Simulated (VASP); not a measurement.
# Al3GaSb4 (P-43m) in VASP: further runs

The runs below take Al3GaSb4 through single point, with PBE.

All numbers are computed with VASP 6.6.1; they aren't measurements. Logs are shortened: lines on timing, memory, paths and dates and some standing lists are left out, and cuts for length are marked.

### Step 1. The cell of the first run

It takes space group P-43m (No. 215, cubic). The conventional cell has a = 6.225 Å, b = 6.225 Å, c = 6.225 Å, α = 90.00°, β = 90.00°, γ = 90.00°. Within 3.6 Å of Al (site symmetry -42m) lie 4 Sb at 2.70 Å. Ga (site symmetry -43m) has 4 Sb at 2.70 Å within 3.6 Å. Within 3.6 Å of Sb (site symmetry 3m) lie 3 Al at 2.70 Å and 1 Ga at 2.70 Å.

### Step 2. Single point, PBE

INCAR

```
SYSTEM = Al3GaSb4
PREC     = Accurate       ! precision mode
ENCUT    = 520            ! plane-wave cutoff, eV
EDIFF    = 1E-7           ! SCF threshold, eV
ISMEAR   = 0              ! smearing method
SIGMA    = 0.1            ! smearing width, eV
LREAL    = .FALSE.        ! projectors in reciprocal space
LASPH    = .TRUE.         ! aspherical terms in the spheres
NELM     = 80             ! most SCF steps
ALGO     = Normal         ! electronic algorithm
ISIF     = 2              ! what is computed and relaxed
LWAVE    = .FALSE.        ! write WAVECAR
LCHARG   = .FALSE.        ! write CHGCAR
GGA      = PE             ! functional
NBANDS   = 31             ! bands
```

KPOINTS

```
regular mesh
0
G
  4 4 4
  0 0 0
```

POSCAR

```
Al3GaSb4
1.0
    6.2247750000      0.0000000000      0.0000000000
    0.0000000000      6.2247750000      0.0000000000
    0.0000000000      0.0000000000      6.2247750000
Al Ga Sb
3 1 4
Direct
    0.5000000000      0.0000000000      0.0000000000
    0.0000000000      0.0000000000      0.5000000000
    0.0000000000      0.5000000000      0.0000000000
    0.5000000000      0.5000000000      0.5000000000
    0.2499050000      0.7500950000      0.2499050000
    0.2499050000      0.2499050000      0.7500950000
    0.7500950000      0.7500950000      0.7500950000
    0.7500950000      0.2499050000      0.2499050000
```

Potentials or basis: VASP PAW PBE potentials, release 64 (Al, Ga_d, Sb).

Started as:

```console
cat potpaw_PBE.64/Al/POTCAR potpaw_PBE.64/Ga_d/POTCAR potpaw_PBE.64/Sb/POTCAR > POTCAR
mpirun -np 1 vasp_std > vasp.out
```

OUTCAR:

```text
SYSTEM = Al3GaSb4
   PREC = Accurate
   ENCUT = 520
   EDIFF = 1E-7
   ISMEAR = 0
   LREAL = .FALSE.
   LASPH = .TRUE.
   NELM = 80
   ISIF = 2
   GGA = PE

 ion  position               nearest neighbor table
   1  0.500  0.000  0.000-   5 2.70   6 2.70   7 2.70   8 2.70
   2  0.000  0.000  0.500-   5 2.70   6 2.70   7 2.70   8 2.70
   3  0.000  0.500  0.000-   5 2.70   6 2.70   7 2.70   8 2.70
   4  0.500  0.500  0.500-   5 2.70   6 2.70   7 2.70   8 2.70
   5  0.250  0.750  0.250-   1 2.70   2 2.70   3 2.70   4 2.70
   6  0.250  0.250  0.750-   1 2.70   2 2.70   3 2.70   4 2.70
   7  0.750  0.750  0.750-   1 2.70   2 2.70   3 2.70   4 2.70
   8  0.750  0.250  0.250-   1 2.70   2 2.70   3 2.70   4 2.70

  LATTYP: Found a simple cubic cell.
 ALAT       =     6.2247750000

  Lattice vectors:

 A1 = (   6.2247750000,   0.0000000000,   0.0000000000)
 A2 = (   0.0000000000,   6.2247750000,   0.0000000000)
 A3 = (   0.0000000000,   0.0000000000,   6.2247750000)

Analysis of symmetry for initial positions (statically):
=====================================================================
 Subroutine PRICEL returns:
 Original cell was already a primitive cell.

 Routine SETGRP: Setting up the symmetry group for a
 simple cubic supercell.

 Subroutine GETGRP returns: Found 24 space group operations
 (whereof 24 operations were pure point group operations)
 out of a pool of 48 trial point group operations.

The static configuration has the point symmetry T_d .

Analysis of symmetry for dynamics (positions and initial velocities):
=====================================================================
 Subroutine PRICEL returns:
 Original cell was already a primitive cell.

 Routine SETGRP: Setting up the symmetry group for a
 simple cubic supercell.

 Subroutine GETGRP returns: Found 24 space group operations
 (whereof 24 operations were pure point group operations)
 out of a pool of 48 trial point group operations.

The dynamic configuration has the point symmetry T_d .

 Subroutine INISYM returns: Found 24 space group operations
 (whereof 24 operations are pure point group operations),
 and found     1 'primitive' translations

----------------------------------------------------------------------------------------

                                     Primitive cell

  volume of cell :     241.1965

  direct lattice vectors                    reciprocal lattice vectors
     6.224775000  0.000000000  0.000000000     0.160648377  0.000000000  0.000000000
     0.000000000  6.224775000  0.000000000     0.000000000  0.160648377  0.000000000
     0.000000000  0.000000000  6.224775000     0.000000000  0.000000000  0.160648377

  length of vectors
     6.224775000  6.224775000  6.224775000     0.160648377  0.160648377  0.160648377

  position of ions in fractional coordinates (direct lattice)
     0.500000000  0.000000000  0.000000000
     0.000000000  0.000000000  0.500000000
     0.000000000  0.500000000  0.000000000
     0.500000000  0.500000000  0.500000000
     0.249905000  0.750095000  0.249905000
     0.249905000  0.249905000  0.750095000
     0.750095000  0.750095000  0.750095000
     0.750095000  0.249905000  0.249905000

  ion indices of the primitive-cell ions
   primitive index   ion index
                 1           1
                 2           2
                 3           3
                 4           4
                 5           5
                 6           6
                 7           7
                 8           8

----------------------------------------------------------------------------------------

 KPOINTS: regular mesh

Automatic generation of k-mesh.
 Grid dimensions read from file:
 generate k-points for:    4    4    4

 Generating k-lattice:

  Cartesian coordinates                     Fractional coordinates (reciprocal lattice)
     0.040162094  0.000000000  0.000000000     0.250000000  0.000000000  0.000000000
     0.000000000  0.040162094  0.000000000     0.000000000  0.250000000  0.000000000
     0.000000000  0.000000000  0.040162094     0.000000000  0.000000000  0.250000000

  Length of vectors
     0.040162094  0.040162094  0.040162094

  Shift w.r.t. Gamma in fractional coordinates (k-lattice)
     0.000000000  0.000000000  0.000000000

 Subroutine IBZKPT returns following result:
 ===========================================

 Found     10 irreducible k-points:

 Following reciprocal coordinates:
            Coordinates               Weight
  0.000000  0.000000  0.000000      1.000000
  0.250000  0.000000  0.000000      6.000000
  0.500000  0.000000  0.000000      3.000000
  0.250000  0.250000  0.000000     12.000000
  0.500000  0.250000  0.000000     12.000000
  0.500000  0.500000  0.000000      3.000000
  0.250000  0.250000  0.250000      8.000000
  0.500000  0.250000  0.250000     12.000000
  0.500000  0.500000  0.250000      6.000000
  0.500000  0.500000  0.500000      1.000000
   k-points           NKPTS =     10   k-points in BZ     NKDIM =     10   number of bands    NBANDS=     31
   number of dos      NEDOS =    301   number of ions     NIONS =      8
   total plane-waves  NPLWV = 110592
   dimension x,y,z NGX =    48 NGY =   48 NGZ =   48
   dimension x,y,z NGXF=    96 NGYF=   96 NGZF=   96
   ions per type =               3   1   4
   NGX,Y,Z   is equivalent  to a cutoff of  12.82, 12.82, 12.82 a.u.
   NGXF,Y,Z  is equivalent  to a cutoff of  25.64, 25.64, 25.64 a.u.
 SYSTEM =  Al3GaSb4
   PREC   = accura    normal or accurate (medium, high low for compatibility)
   ISTART =      0    job   : 0-new  1-cont  2-samecut
   ICHARG =      2    charge: 1-file 2-atom 10-const
   ISPIN  =      1    spin polarized calculation?
   LNONCOLLINEAR =      F non collinear calculations
   LSORBIT =      F    spin-orbit coupling
   LASPH  =      T    aspherical Exc in radial PAW
   ENCUT  =  520.0 eV  38.22 Ry    6.18 a.u.  11.57 11.57 11.57*2*pi/ulx,y,z
   NELM   =     80;   NELMIN=  2; NELMDL= -5     # of ELM steps
   EDIFF  = 0.1E-06   stopping-criterion for ELM
   LREAL  =      F    real-space projection
   EDIFFG = 0.1E-05   stopping-criterion for IOM
   NSW    =      0    number of steps for IOM
   IBRION =     -1    ionic relax: 0-MD 1-quasi-New 2-CG
   NFREE  =      0    steps in history (QN), initial steepest desc. (CG)
   ISIF   =      2    stress and relaxation
   ISYM   =      2    0-nonsym 1-usesym 2-fastsym
   POTIM  = 0.5000    time-step for ionic-motion
   TEBEG  =    0.0;   TEEND  =   0.0 temperature during run
   PSTRESS=    0.0 pullay stress
   NELECT =      42.0000    total number of electrons
   NUPDOWN=      -1.0000    fix difference up-down
   EMIN   =  10.00;   EMAX   =-10.00  energy-range for DOS
   EFERMI =   0.00;   METHOD = LEGACY
   ISMEAR =     0;   SIGMA  =   0.10  broadening in eV -4-tet -1-fermi 0-gaus
   EFERMI_NEDOS =   21; number of points for ismear=-14 and -15
   IALGO  =     38    algorithm
   IMIX   =      4    mixing-type and parameters
     AMIX     =   0.40;   BMIX     =  1.00
     AMIX_MAG =   1.60;   BMIX_MAG =  1.00
  volume/ion in A,a.u.               =      30.15       203.46
  Fermi-wavevector in a.u.,A,eV,Ry     =   0.914185  1.727560 11.370864  0.835735
  Thomas-Fermi vector in A             =   2.038783
   LORBIT       =      0    0 simple, 1 ext, 2 COOP (PROOUT), +10 PAW based schemes
   GGA     = PE    functional components
   LHFCALC =     F    Hartree Fock is set to
   AEXX    =    0.0000 exact exchange contribution
   IVDW    =     0    specifies the selected vdW correction
   LEPSILON=     F    determine dielectric tensor
   LRPA    =     F    only Hartree local field effects (RPA)
 non-spin polarized calculation
 Gauss-broadening in eV      SIGMA  =   0.10
  energy-cutoff  :      520.00
  volume of cell :      241.20
 maximum number of plane-waves:      6530
 NGX is ok and might be reduce to    48
   NGX = 23   NGY = 23   NGZ = 23

 number of electron      41.9999985 magnetization

 Free energy of the ion-electron system (eV)
  ---------------------------------------------------
  ext. energy  EPLUGINS =         0.00000000
  ---------------------------------------------------
  free energy    TOTEN  =       -31.98285821 eV

  energy without entropy =      -31.98280084  energy(sigma->0) =      -31.98282953

 E-fermi :   4.5991     XC(G=0):  -8.5776

 val. band max:        4.3876195387   @ k =   0.0000   0.0000   0.0000
 cond. band min:       4.7856303220   @ k =   0.5000   0.5000   0.5000
 fundamental gap:      0.3980107833
 Fermi energy:         4.5991090311

 k-point     1 :       0.0000    0.0000    0.0000
  band No.  band energies     occupation
      1     -10.3532      2.00000
      2     -10.3532      2.00000
      3     -10.3532      2.00000
      4     -10.3145      2.00000
      5     -10.3145      2.00000
      6      -6.2622      2.00000
[... 23 lines left out ...]
     30       7.3957      0.00000
     31       7.3957      0.00000

 k-point     2 :       0.2500    0.0000    0.0000
  band No.  band energies     occupation
      1     -10.3534      2.00000
      2     -10.3534      2.00000
      3     -10.3534      2.00000
      4     -10.3145      2.00000
      5     -10.3144      2.00000
      6      -6.0761      2.00000
[... 23 lines left out ...]
     30       8.2002      0.00000
     31       8.2002      0.00000

 k-point     3 :       0.5000    0.0000    0.0000
  band No.  band energies     occupation
      1     -10.3535      2.00000
      2     -10.3535      2.00000
      3     -10.3535      2.00000
      4     -10.3145      2.00000
      5     -10.3143      2.00000
      6      -5.6041      2.00000
[... 227 lines left out ...]
     30       8.3875      0.00000
     31       8.4509      0.00000

 k-point    10 :       0.5000    0.5000    0.5000
  band No.  band energies     occupation
      1     -10.3541      2.00000
      2     -10.3541      2.00000
      3     -10.3541      2.00000
      4     -10.3141      2.00000
      5     -10.3141      2.00000
      6      -5.0473      2.00000
[... 23 lines left out ...]
     30       8.0950      0.00000
     31       8.0950      0.00000

------------------------ aborting loop because EDIFF is reached ----------------------------------------

  FORCE on cell =-STRESS in cart. coord.  units (eV):
  Direction    XX          YY          ZZ          XY          YZ          ZX
  --------------------------------------------------------------------------------------
  -------------------------------------------------------------------------------------
  Total        0.1289900      0.1289900      0.1289900      0.0000000      0.0000000     -0.0000000
  in kB        0.8568319      0.8568319      0.8568319      0.0000000      0.0000000     -0.0000000
  external PRESSURE =       0.8568319 kB  Pullay stress =       0.0000000 kB

 VOLUME and BASIS-vectors are now :
 -----------------------------------------------------------------------------
  energy-cutoff  :      520.00
  volume of cell :      241.20
      direct lattice vectors                 reciprocal lattice vectors
     6.224775000  0.000000000  0.000000000     0.160648377  0.000000000  0.000000000
     0.000000000  6.224775000  0.000000000     0.000000000  0.160648377  0.000000000
     0.000000000  0.000000000  6.224775000     0.000000000  0.000000000  0.160648377

 POSITION                                       TOTAL-FORCE (eV/Angst)
 -----------------------------------------------------------------------------------
      3.11239      0.00000      0.00000        -0.000000     -0.000000     -0.000000
      0.00000      0.00000      3.11239        -0.000000     -0.000000     -0.000000
      0.00000      3.11239      0.00000        -0.000000     -0.000000     -0.000000
      3.11239      3.11239      3.11239        -0.000000     -0.000000     -0.000000
      1.55560      4.66917      1.55560         0.006504     -0.006504      0.006504
      1.55560      1.55560      4.66917         0.006504      0.006504     -0.006504
      4.66917      4.66917      4.66917        -0.006504     -0.006504     -0.006504
      4.66917      1.55560      1.55560        -0.006504      0.006504      0.006504
 -----------------------------------------------------------------------------------
    total drift:                               -0.000000     -0.000000     -0.000000

  FREE ENERGIE OF THE ION-ELECTRON SYSTEM (eV)
  ---------------------------------------------------
  free  energy   TOTEN  =       -31.9828582134 eV

  energy  without entropy=      -31.9828008384  energy(sigma->0) =      -31.98282953
```

Wall time 39 s (1 thread of Intel Xeon 6975P-C (Granite Rapids), shared host); peak memory 0.35 GiB.

Results:

```yaml
Free_energy: -31.9829 eV
Pressure: 0.1 GPa
Largest_force: 0.011 eV/Å
Band_gap_on_the_k_mesh: 0.40 eV (least direct gap 0.61 eV)
```

Forces in eV/Å, atoms in the order of the input:
```
Al   0.000  0.000  0.000
Al   0.000  0.000  0.000
Al   0.000  0.000  0.000
Ga   0.000  0.000  0.000
Sb   0.007 -0.007  0.007
Sb   0.007  0.007 -0.007
Sb  -0.007 -0.007 -0.007
Sb  -0.007  0.007  0.007
```

Caveat: spin-orbit coupling is left out, which moves the levels of the heavy elements. A k mesh can miss the band edges.

### Step 3. Single point, PBE

INCAR

```
PREC = Accurate
ENCUT = 520
EDIFF = 1E-7
ISMEAR = 0
SIGMA = 0.02
LREAL = False
LASPH = True
NELM = 100
ALGO = Normal
ISIF = 2
LWAVE = False
LCHARG = False
GGA = PE
NBANDS = 31
```

KPOINTS

```
Automatic mesh
0
Gamma
  6 6 6
```

POSCAR is that of step 2.

Potentials or basis: VASP PAW PBE potentials, release 64 (Al, Ga_d, Sb).

Started as:

```console
cat potpaw_PBE.64/Al/POTCAR potpaw_PBE.64/Ga_d/POTCAR potpaw_PBE.64/Sb/POTCAR > POTCAR
mpirun -np 1 vasp_std > vasp.out
```

Wall time 72 s (1 thread of Intel Xeon 6975P-C (Granite Rapids), shared host); peak memory 0.4 GiB.

The run converged. Its results:

| Item | Value |
| --- | --- |
| Free energy | -31.9997 eV |
| Pressure | 0.1 GPa |
| Largest force | 0.010 eV/Å |
| Band gap on the k mesh | 0.40 eV (least direct gap 0.61 eV) |

Forces in eV/Å, atoms in the order of the input:
```
Al   0.000  0.000  0.000
Al   0.000  0.000  0.000
Al   0.000  0.000  0.000
Ga   0.000  0.000  0.000
Sb   0.006 -0.006  0.006
Sb   0.006  0.006 -0.006
Sb  -0.006 -0.006 -0.006
Sb  -0.006  0.006  0.006
```

Levels at points of the mesh, in eV from the valence-band top:
```
           k point  band 18  band 19  band 20  band 21  band 22  band 23  band 24  band 25
(0.00, 0.00, 0.00)    -2.16     0.00     0.00     0.00     0.61     1.28     1.31     1.31
(0.50, 0.00, 0.00)    -1.41    -1.41    -1.34    -1.34     1.50     1.74     2.83     2.95
(0.50, 0.50, 0.00)    -1.02    -0.97    -0.96    -0.96     2.02     2.41     2.41     2.54
(0.50, 0.50, 0.50)    -0.92    -0.88    -0.88    -0.88     0.40     1.21     1.21     1.21
```

Caveat: spin-orbit coupling is left out, which moves the levels of the heavy elements. A k mesh can miss the band edges.
